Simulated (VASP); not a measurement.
# Sb (Im-3m) in VASP: notebook

The runs below take Sb through single point, relaxation of cell and atoms, with revPBE+D3(BJ).

All numbers are computed with VASP 6.6.1; they aren't measurements. Logs are shortened: lines on timing, memory, paths and dates and some standing lists are left out, and cuts for length are marked.

### Step 1. The cell of the first run

Symmetry: Im-3m, No. 229, cubic system. The conventional cell has a = 3.688 Å, b = 3.688 Å, c = 3.688 Å, α = 90.00°, β = 90.00°, γ = 90.00°. Within 4.2 Å of Sb (site symmetry m-3m) lie 14 Sb at 3.19 to 3.69 Å.

This isn't the form of Sb at room conditions, which is rhombohedral.

### Step 2. Single point, revPBE+D3(BJ)

File INCAR:

```
ALGO = Normal ; EDIFF = 1E-6
ENCUT = 500 ; GGA = RE
GGA_COMPAT = F ; ISIF = 2
ISMEAR = -1 ; IVDW = 12
LASPH = T ; LCHARG = T
LELF = T ; LREAL = F
LVHAR = T ; LWAVE = F
NBANDS = 8 ; NELM = 120
PREC = Accurate ; SIGMA = 0.1
```

File KPOINTS:

```
k-points
0
Gamma
  11 11 11
```

File POSCAR:

```
Sb
1.0
   -1.8441095276      1.8441095276      1.8441095276
    1.8441095276     -1.8441095276      1.8441095276
    1.8441095276      1.8441095276     -1.8441095276
Sb
1
Direct
    0.0000000000      0.0000000000      0.0000000000
```

Potentials or basis: VASP PAW PBE potentials, release 64 (Sb).

Launch:

```bash
cat potpaw_PBE.64/Sb/POTCAR > POTCAR
mpirun -np 1 vasp_std > vasp.out
```

OUTCAR:

```text
EDIFF = 1E-6
   ENCUT = 500
   GGA = RE
   ISIF = 2
   ISMEAR = -1
   IVDW = 12
   LASPH = T
   LREAL = F
   NELM = 120
   PREC = Accurate
 IVDW          = 12

 ion  position               nearest neighbor table
   1  0.000  0.000  0.000-

  LATTYP: Found a body centered cubic cell.
 ALAT       =     3.6882190552

  Lattice vectors:

 A1 = (  -1.8441095276,   1.8441095276,   1.8441095276)
 A2 = (   1.8441095276,  -1.8441095276,   1.8441095276)
 A3 = (   1.8441095276,   1.8441095276,  -1.8441095276)

Analysis of symmetry for initial positions (statically):
=====================================================================
 Subroutine PRICEL returns:
 Original cell was already a primitive cell.

 Routine SETGRP: Setting up the symmetry group for a
 body centered cubic supercell.

 Subroutine GETGRP returns: Found 48 space group operations
 (whereof 48 operations were pure point group operations)
 out of a pool of 48 trial point group operations.

The static configuration has the point symmetry O_h .

Analysis of symmetry for dynamics (positions and initial velocities):
=====================================================================
 Subroutine PRICEL returns:
 Original cell was already a primitive cell.

 Routine SETGRP: Setting up the symmetry group for a
 body centered cubic supercell.

 Subroutine GETGRP returns: Found 48 space group operations
 (whereof 48 operations were pure point group operations)
 out of a pool of 48 trial point group operations.

The dynamic configuration has the point symmetry O_h .

 Subroutine INISYM returns: Found 48 space group operations
 (whereof 48 operations are pure point group operations),
 and found     1 'primitive' translations

----------------------------------------------------------------------------------------

                                     Primitive cell

  volume of cell :      25.0853

  direct lattice vectors                    reciprocal lattice vectors
    -1.844109528  1.844109528  1.844109528     0.000000000  0.271133570  0.271133570
     1.844109528 -1.844109528  1.844109528     0.271133570  0.000000000  0.271133570
     1.844109528  1.844109528 -1.844109528     0.271133570  0.271133570  0.000000000

  length of vectors
     3.194091397  3.194091397  3.194091397     0.383440772  0.383440772  0.383440772

  position of ions in fractional coordinates (direct lattice)
     0.000000000  0.000000000  0.000000000

  ion indices of the primitive-cell ions
[... 75 lines left out ...]
   LREAL  =      F    real-space projection
   EDIFFG = 0.1E-04   stopping-criterion for IOM
   NSW    =      0    number of steps for IOM
   IBRION =     -1    ionic relax: 0-MD 1-quasi-New 2-CG
   NFREE  =      0    steps in history (QN), initial steepest desc. (CG)
   ISIF   =      2    stress and relaxation
   ISYM   =      2    0-nonsym 1-usesym 2-fastsym
   POTIM  = 0.5000    time-step for ionic-motion
   TEBEG  =    0.0;   TEEND  =   0.0 temperature during run
   PSTRESS=    0.0 pullay stress
   NELECT =       5.0000    total number of electrons
   NUPDOWN=      -1.0000    fix difference up-down
   EMIN   =  10.00;   EMAX   =-10.00  energy-range for DOS
   EFERMI =   0.00;   METHOD = LEGACY
   ISMEAR =    -1;   SIGMA  =   0.10  broadening in eV -4-tet -1-fermi 0-gaus
   EFERMI_NEDOS =   21; number of points for ismear=-14 and -15
   IALGO  =     38    algorithm
   IMIX   =      4    mixing-type and parameters
     AMIX     =   0.40;   BMIX     =  1.00
     AMIX_MAG =   1.60;   BMIX_MAG =  1.00
  volume/ion in A,a.u.               =      25.09       169.28
  Fermi-wavevector in a.u.,A,eV,Ry     =   0.956294  1.807134 12.442505  0.914498
  Thomas-Fermi vector in A             =   2.085209
   LORBIT       =      0    0 simple, 1 ext, 2 COOP (PROOUT), +10 PAW based schemes
   GGA     = RE    functional components
   LHFCALC =     F    Hartree Fock is set to
   AEXX    =    0.0000 exact exchange contribution
   IVDW    =    12    specifies the selected vdW correction
   LEPSILON=     F    determine dielectric tensor
   LRPA    =     F    only Hartree local field effects (RPA)
 non-spin polarized calculation
  energy-cutoff  :      500.00
  volume of cell :       25.09
 maximum number of plane-waves:       652
   NGX = 11   NGY = 11   NGZ = 11

 number of electron       5.0000000 magnetization

 Free energy of the ion-electron system (eV)
  ---------------------------------------------------
  ext. energy  EPLUGINS =         0.00000000
  ---------------------------------------------------
  free energy    TOTEN  =        -3.54517037 eV

  energy without entropy =       -3.52978952  energy(sigma->0) =       -3.53747995

 E-fermi :   9.5768     XC(G=0): -10.5185

 val. band max:        9.4746551656   @ k =   0.3636   0.0909   0.0909
 cond. band min:       9.6468584517   @ k =  -0.4545   0.4545   0.1818
 fundamental gap:      0.1722032861
 Fermi energy:         9.5768253036

 k-point     1 :       0.0000    0.0000    0.0000
  band No.  band energies     occupation
      1      -3.9355      2.00000
      2      15.5693      0.00000
      3      15.5693      0.00000
      4      15.5693      0.00000
      5      20.2643      0.00000
      6      20.2643      0.00000
      7      20.2643      0.00000
      8      21.2942      0.00000
[... 243 lines left out ...]
 k-point    24 :       0.3636    0.1818    0.0909
  band No.  band energies     occupation
      1       1.1473      2.00000
      2       4.3828      2.00000
      3       7.7124      2.00000
      4      10.1116      0.00947
      5      20.1413      0.00000
      6      21.6869      0.00000
      7      23.8365      0.00000
      8      24.1986      0.00000

 [... further k-points ...]

------------------------ aborting loop because EDIFF is reached ----------------------------------------

 Edisp (eV)   -1.05616

 E8    (eV) :    -0.7571

  FORCE on cell =-STRESS in cart. coord.  units (eV):
  Direction    XX          YY          ZZ          XY          YZ          ZX
  --------------------------------------------------------------------------------------
  -------------------------------------------------------------------------------------
  Total      -0.03142    -0.03142    -0.03142    -0.00000     0.00000     0.00000
  in kB      -2.00683    -2.00683    -2.00683    -0.00000     0.00000     0.00000
  external pressure =       -2.01 kB  Pullay stress =        0.00 kB

 VOLUME and BASIS-vectors are now :
 -----------------------------------------------------------------------------
  energy-cutoff  :      500.00
  volume of cell :       25.09
      direct lattice vectors                 reciprocal lattice vectors
    -1.844109528  1.844109528  1.844109528     0.000000000  0.271133570  0.271133570
     1.844109528 -1.844109528  1.844109528     0.271133570  0.000000000  0.271133570
     1.844109528  1.844109528 -1.844109528     0.271133570  0.271133570  0.000000000

 POSITION                                       TOTAL-FORCE (eV/Angst)
 -----------------------------------------------------------------------------------
      0.00000      0.00000      0.00000        -0.000000      0.000000      0.000000
 -----------------------------------------------------------------------------------
    total drift:                                0.000000     -0.000000      0.000000

  FREE ENERGIE OF THE ION-ELECTRON SYSTEM (eV)
  ---------------------------------------------------
  free  energy   TOTEN  =        -4.6013255521 eV

  energy  without entropy=       -4.5859446999  energy(sigma->0) =       -4.59363513
```

OSZICAR:

```text
N       E                     dE             d eps       ncg     rms          rms(c)
DAV:   1     0.587858562381E+01    0.58786E+01   -0.16380E+03   896   0.398E+02
DAV:   2    -0.345044453036E+01   -0.93290E+01   -0.89289E+01  1296   0.534E+01
DAV:   3    -0.354761269603E+01   -0.97168E-01   -0.97082E-01  1096   0.618E+00
DAV:   4    -0.354787450529E+01   -0.26181E-03   -0.26181E-03  1352   0.388E-01
DAV:   5    -0.354787516915E+01   -0.66385E-06   -0.66284E-06  1168   0.142E-02    0.205E+00
DAV:   6    -0.354609985497E+01    0.17753E-02   -0.16765E-03  1112   0.234E-01    0.119E+00
DAV:   7    -0.354514717478E+01    0.95268E-03   -0.38350E-03  1080   0.348E-01    0.659E-02
DAV:   8    -0.354516958604E+01   -0.22411E-04   -0.65751E-05  1208   0.618E-02    0.590E-03
DAV:   9    -0.354517037497E+01   -0.78892E-06   -0.10139E-06  1208   0.742E-03
   1 F= -.46013256E+01 E0= -.45936351E+01  d E =-.153809E-01
```

stdout:

```text
POSCAR found type information on POSCAR Sb
 POSCAR found :  1 types and       1 ions
 scaLAPACK will be used
 -----------------------------------------------------------------------------
|                                                                             |
|                                                                             |
|     You enforced a specific xc type in the INCAR file but a different       |
|     I HOPE YOU KNOW WHAT YOU ARE DOING!                                     |
|                                                                             |
 -----------------------------------------------------------------------------

 LDA part: xc-table for (Slater+PW92), standard interpolation
 POSCAR, INCAR and KPOINTS ok, starting setup
 FFT: planning ... GRIDC
 FFT: planning ... GRID_SOFT
 FFT: planning ... GRID
 WAVECAR not read
 entering main loop
```

Run time: 3.2 s. Hardware: 1 thread of Intel Xeon 6975P-C (Granite Rapids), shared host; peak memory 0.14 GiB.

What came out:

| Property | Result |
| --- | --- |
| Free energy | -4.6013 eV |
| Pressure | -0.2 GPa |
| Band gap on the k mesh | zero (an odd number of electrons rules out a gap without spin polarisation) |
| Dispersion energy per atom | -1.056 eV |

Caveat: the PAW data sets were made with another functional, which shifts forces and pressure a little; spin-orbit coupling is left out, which moves the levels of the heavy elements.

### Step 3. Relaxation of cell and atoms, revPBE+D3(BJ)

This run uses another cell than the first one, of 20.53 Å³/atom.

File INCAR:

```
  PREC = Accurate
  ENCUT = 500
  EDIFF = 1E-7
  ISMEAR = -1
  SIGMA = 0.1
  LREAL = F
  LASPH = T
  NELM = 120
  ALGO = Normal
  ISIF = 3
  LWAVE = F
  LCHARG = F
  GGA = RE
  IVDW = 12
  IBRION = 2
  NSW = 80
  EDIFFG = -0.01
  GGA_COMPAT = F
  NELMIN = 4
```

File KPOINTS:

```
Automatic mesh
0
Gamma
  11 11 11
```

File POSCAR:

```
Sb
1.0
   -1.7250000000      1.7250000000      1.7250000000
    1.7250000000     -1.7250000000      1.7250000000
    1.7250000000      1.7250000000     -1.7250000000
Sb
1
Direct
    0.0000000000      0.0000000000      0.0000000000
```

Potentials or basis: VASP PAW PBE potentials, release 64 (Sb).

Launch:

```bash
cat potpaw_PBE.64/Sb/POTCAR > POTCAR
mpirun -np 1 vasp_std > vasp.out
```

Wall time 24 s (1 thread of Intel Xeon 6975P-C (Granite Rapids), shared host); peak memory 0.15 GiB.

The run converged. Its results:

* Free energy: -4.6012 eV
* Relaxed volume: 25.00 Å³/atom
* Relaxed cell: a = 3.190 Å, b = 3.190 Å, c = 3.190 Å, α = 109.47°, β = 109.47°, γ = 109.47°
* Space group after relaxing (to 0.1 Å): Im-3m (No. 229)
* Energy gained by relaxing: 270.4 meV/atom
* Ionic steps: 18
* Pressure after relaxing: 0.1 GPa
* Band gap on the k mesh: zero (an odd number of electrons rules out a gap without spin polarisation)
* Dispersion energy per atom: -1.060 eV

The path:
```
step  energy change (eV)  largest force (eV/Å)  pressure (GPa)  volume (Å³)
   1              0.0000                0.0000           23.43        20.53
   2             -0.0676                0.0000           -9.13        30.81
   3             -0.2702                0.0000           -0.41        25.16
   4             -0.2704                0.0000           -0.11        25.05
   5             -0.2704                0.0000            0.17        24.96
   6             -0.2704                0.0000            0.17        24.96
   7             -0.2704                0.0000            0.16        24.96
   8             -0.2704                0.0000            0.16        24.96
   9             -0.2704                0.0000            0.16        24.96
  10             -0.2704                0.0000            0.16        24.96
  11             -0.2704                0.0000            0.16        24.96
  12             -0.2704                0.0000            0.16        24.96
  13             -0.2704                0.0000            0.16        24.96
  14             -0.2704                0.0000            0.16        24.96
  15             -0.2704                0.0000            0.15        24.97
  16             -0.2704                0.0000            0.14        24.97
  17             -0.2704                0.0000            0.11        24.98
  18             -0.2704                0.0000            0.06        25.00
```

Final structure:
```yaml
crystal:
  lattice:
    - [-1.84196, 1.84196, 1.84196]
    - [1.84196, -1.84196, 1.84196]
    - [1.84196, 1.84196, -1.84196]
  atoms:
    - { symbol: Sb, position: [0.00000, 0.00000, 0.00000] }
```

Levels at points of the mesh, in eV from the Fermi level:
```csv
k point,band 1,band 2,band 3,band 4,band 5,band 6
"(0.00, 0.00, 0.00)",-13.54,6.02,6.02,6.02,10.70,10.70
```

Caveat: the volume moved by over 15 % at a fixed basis, so the end points are rough; the PAW data sets were made with another functional, which shifts forces and pressure a little; spin-orbit coupling is left out, which moves the levels of the heavy elements. Zero-point motion and thermal expansion aren't in these numbers.
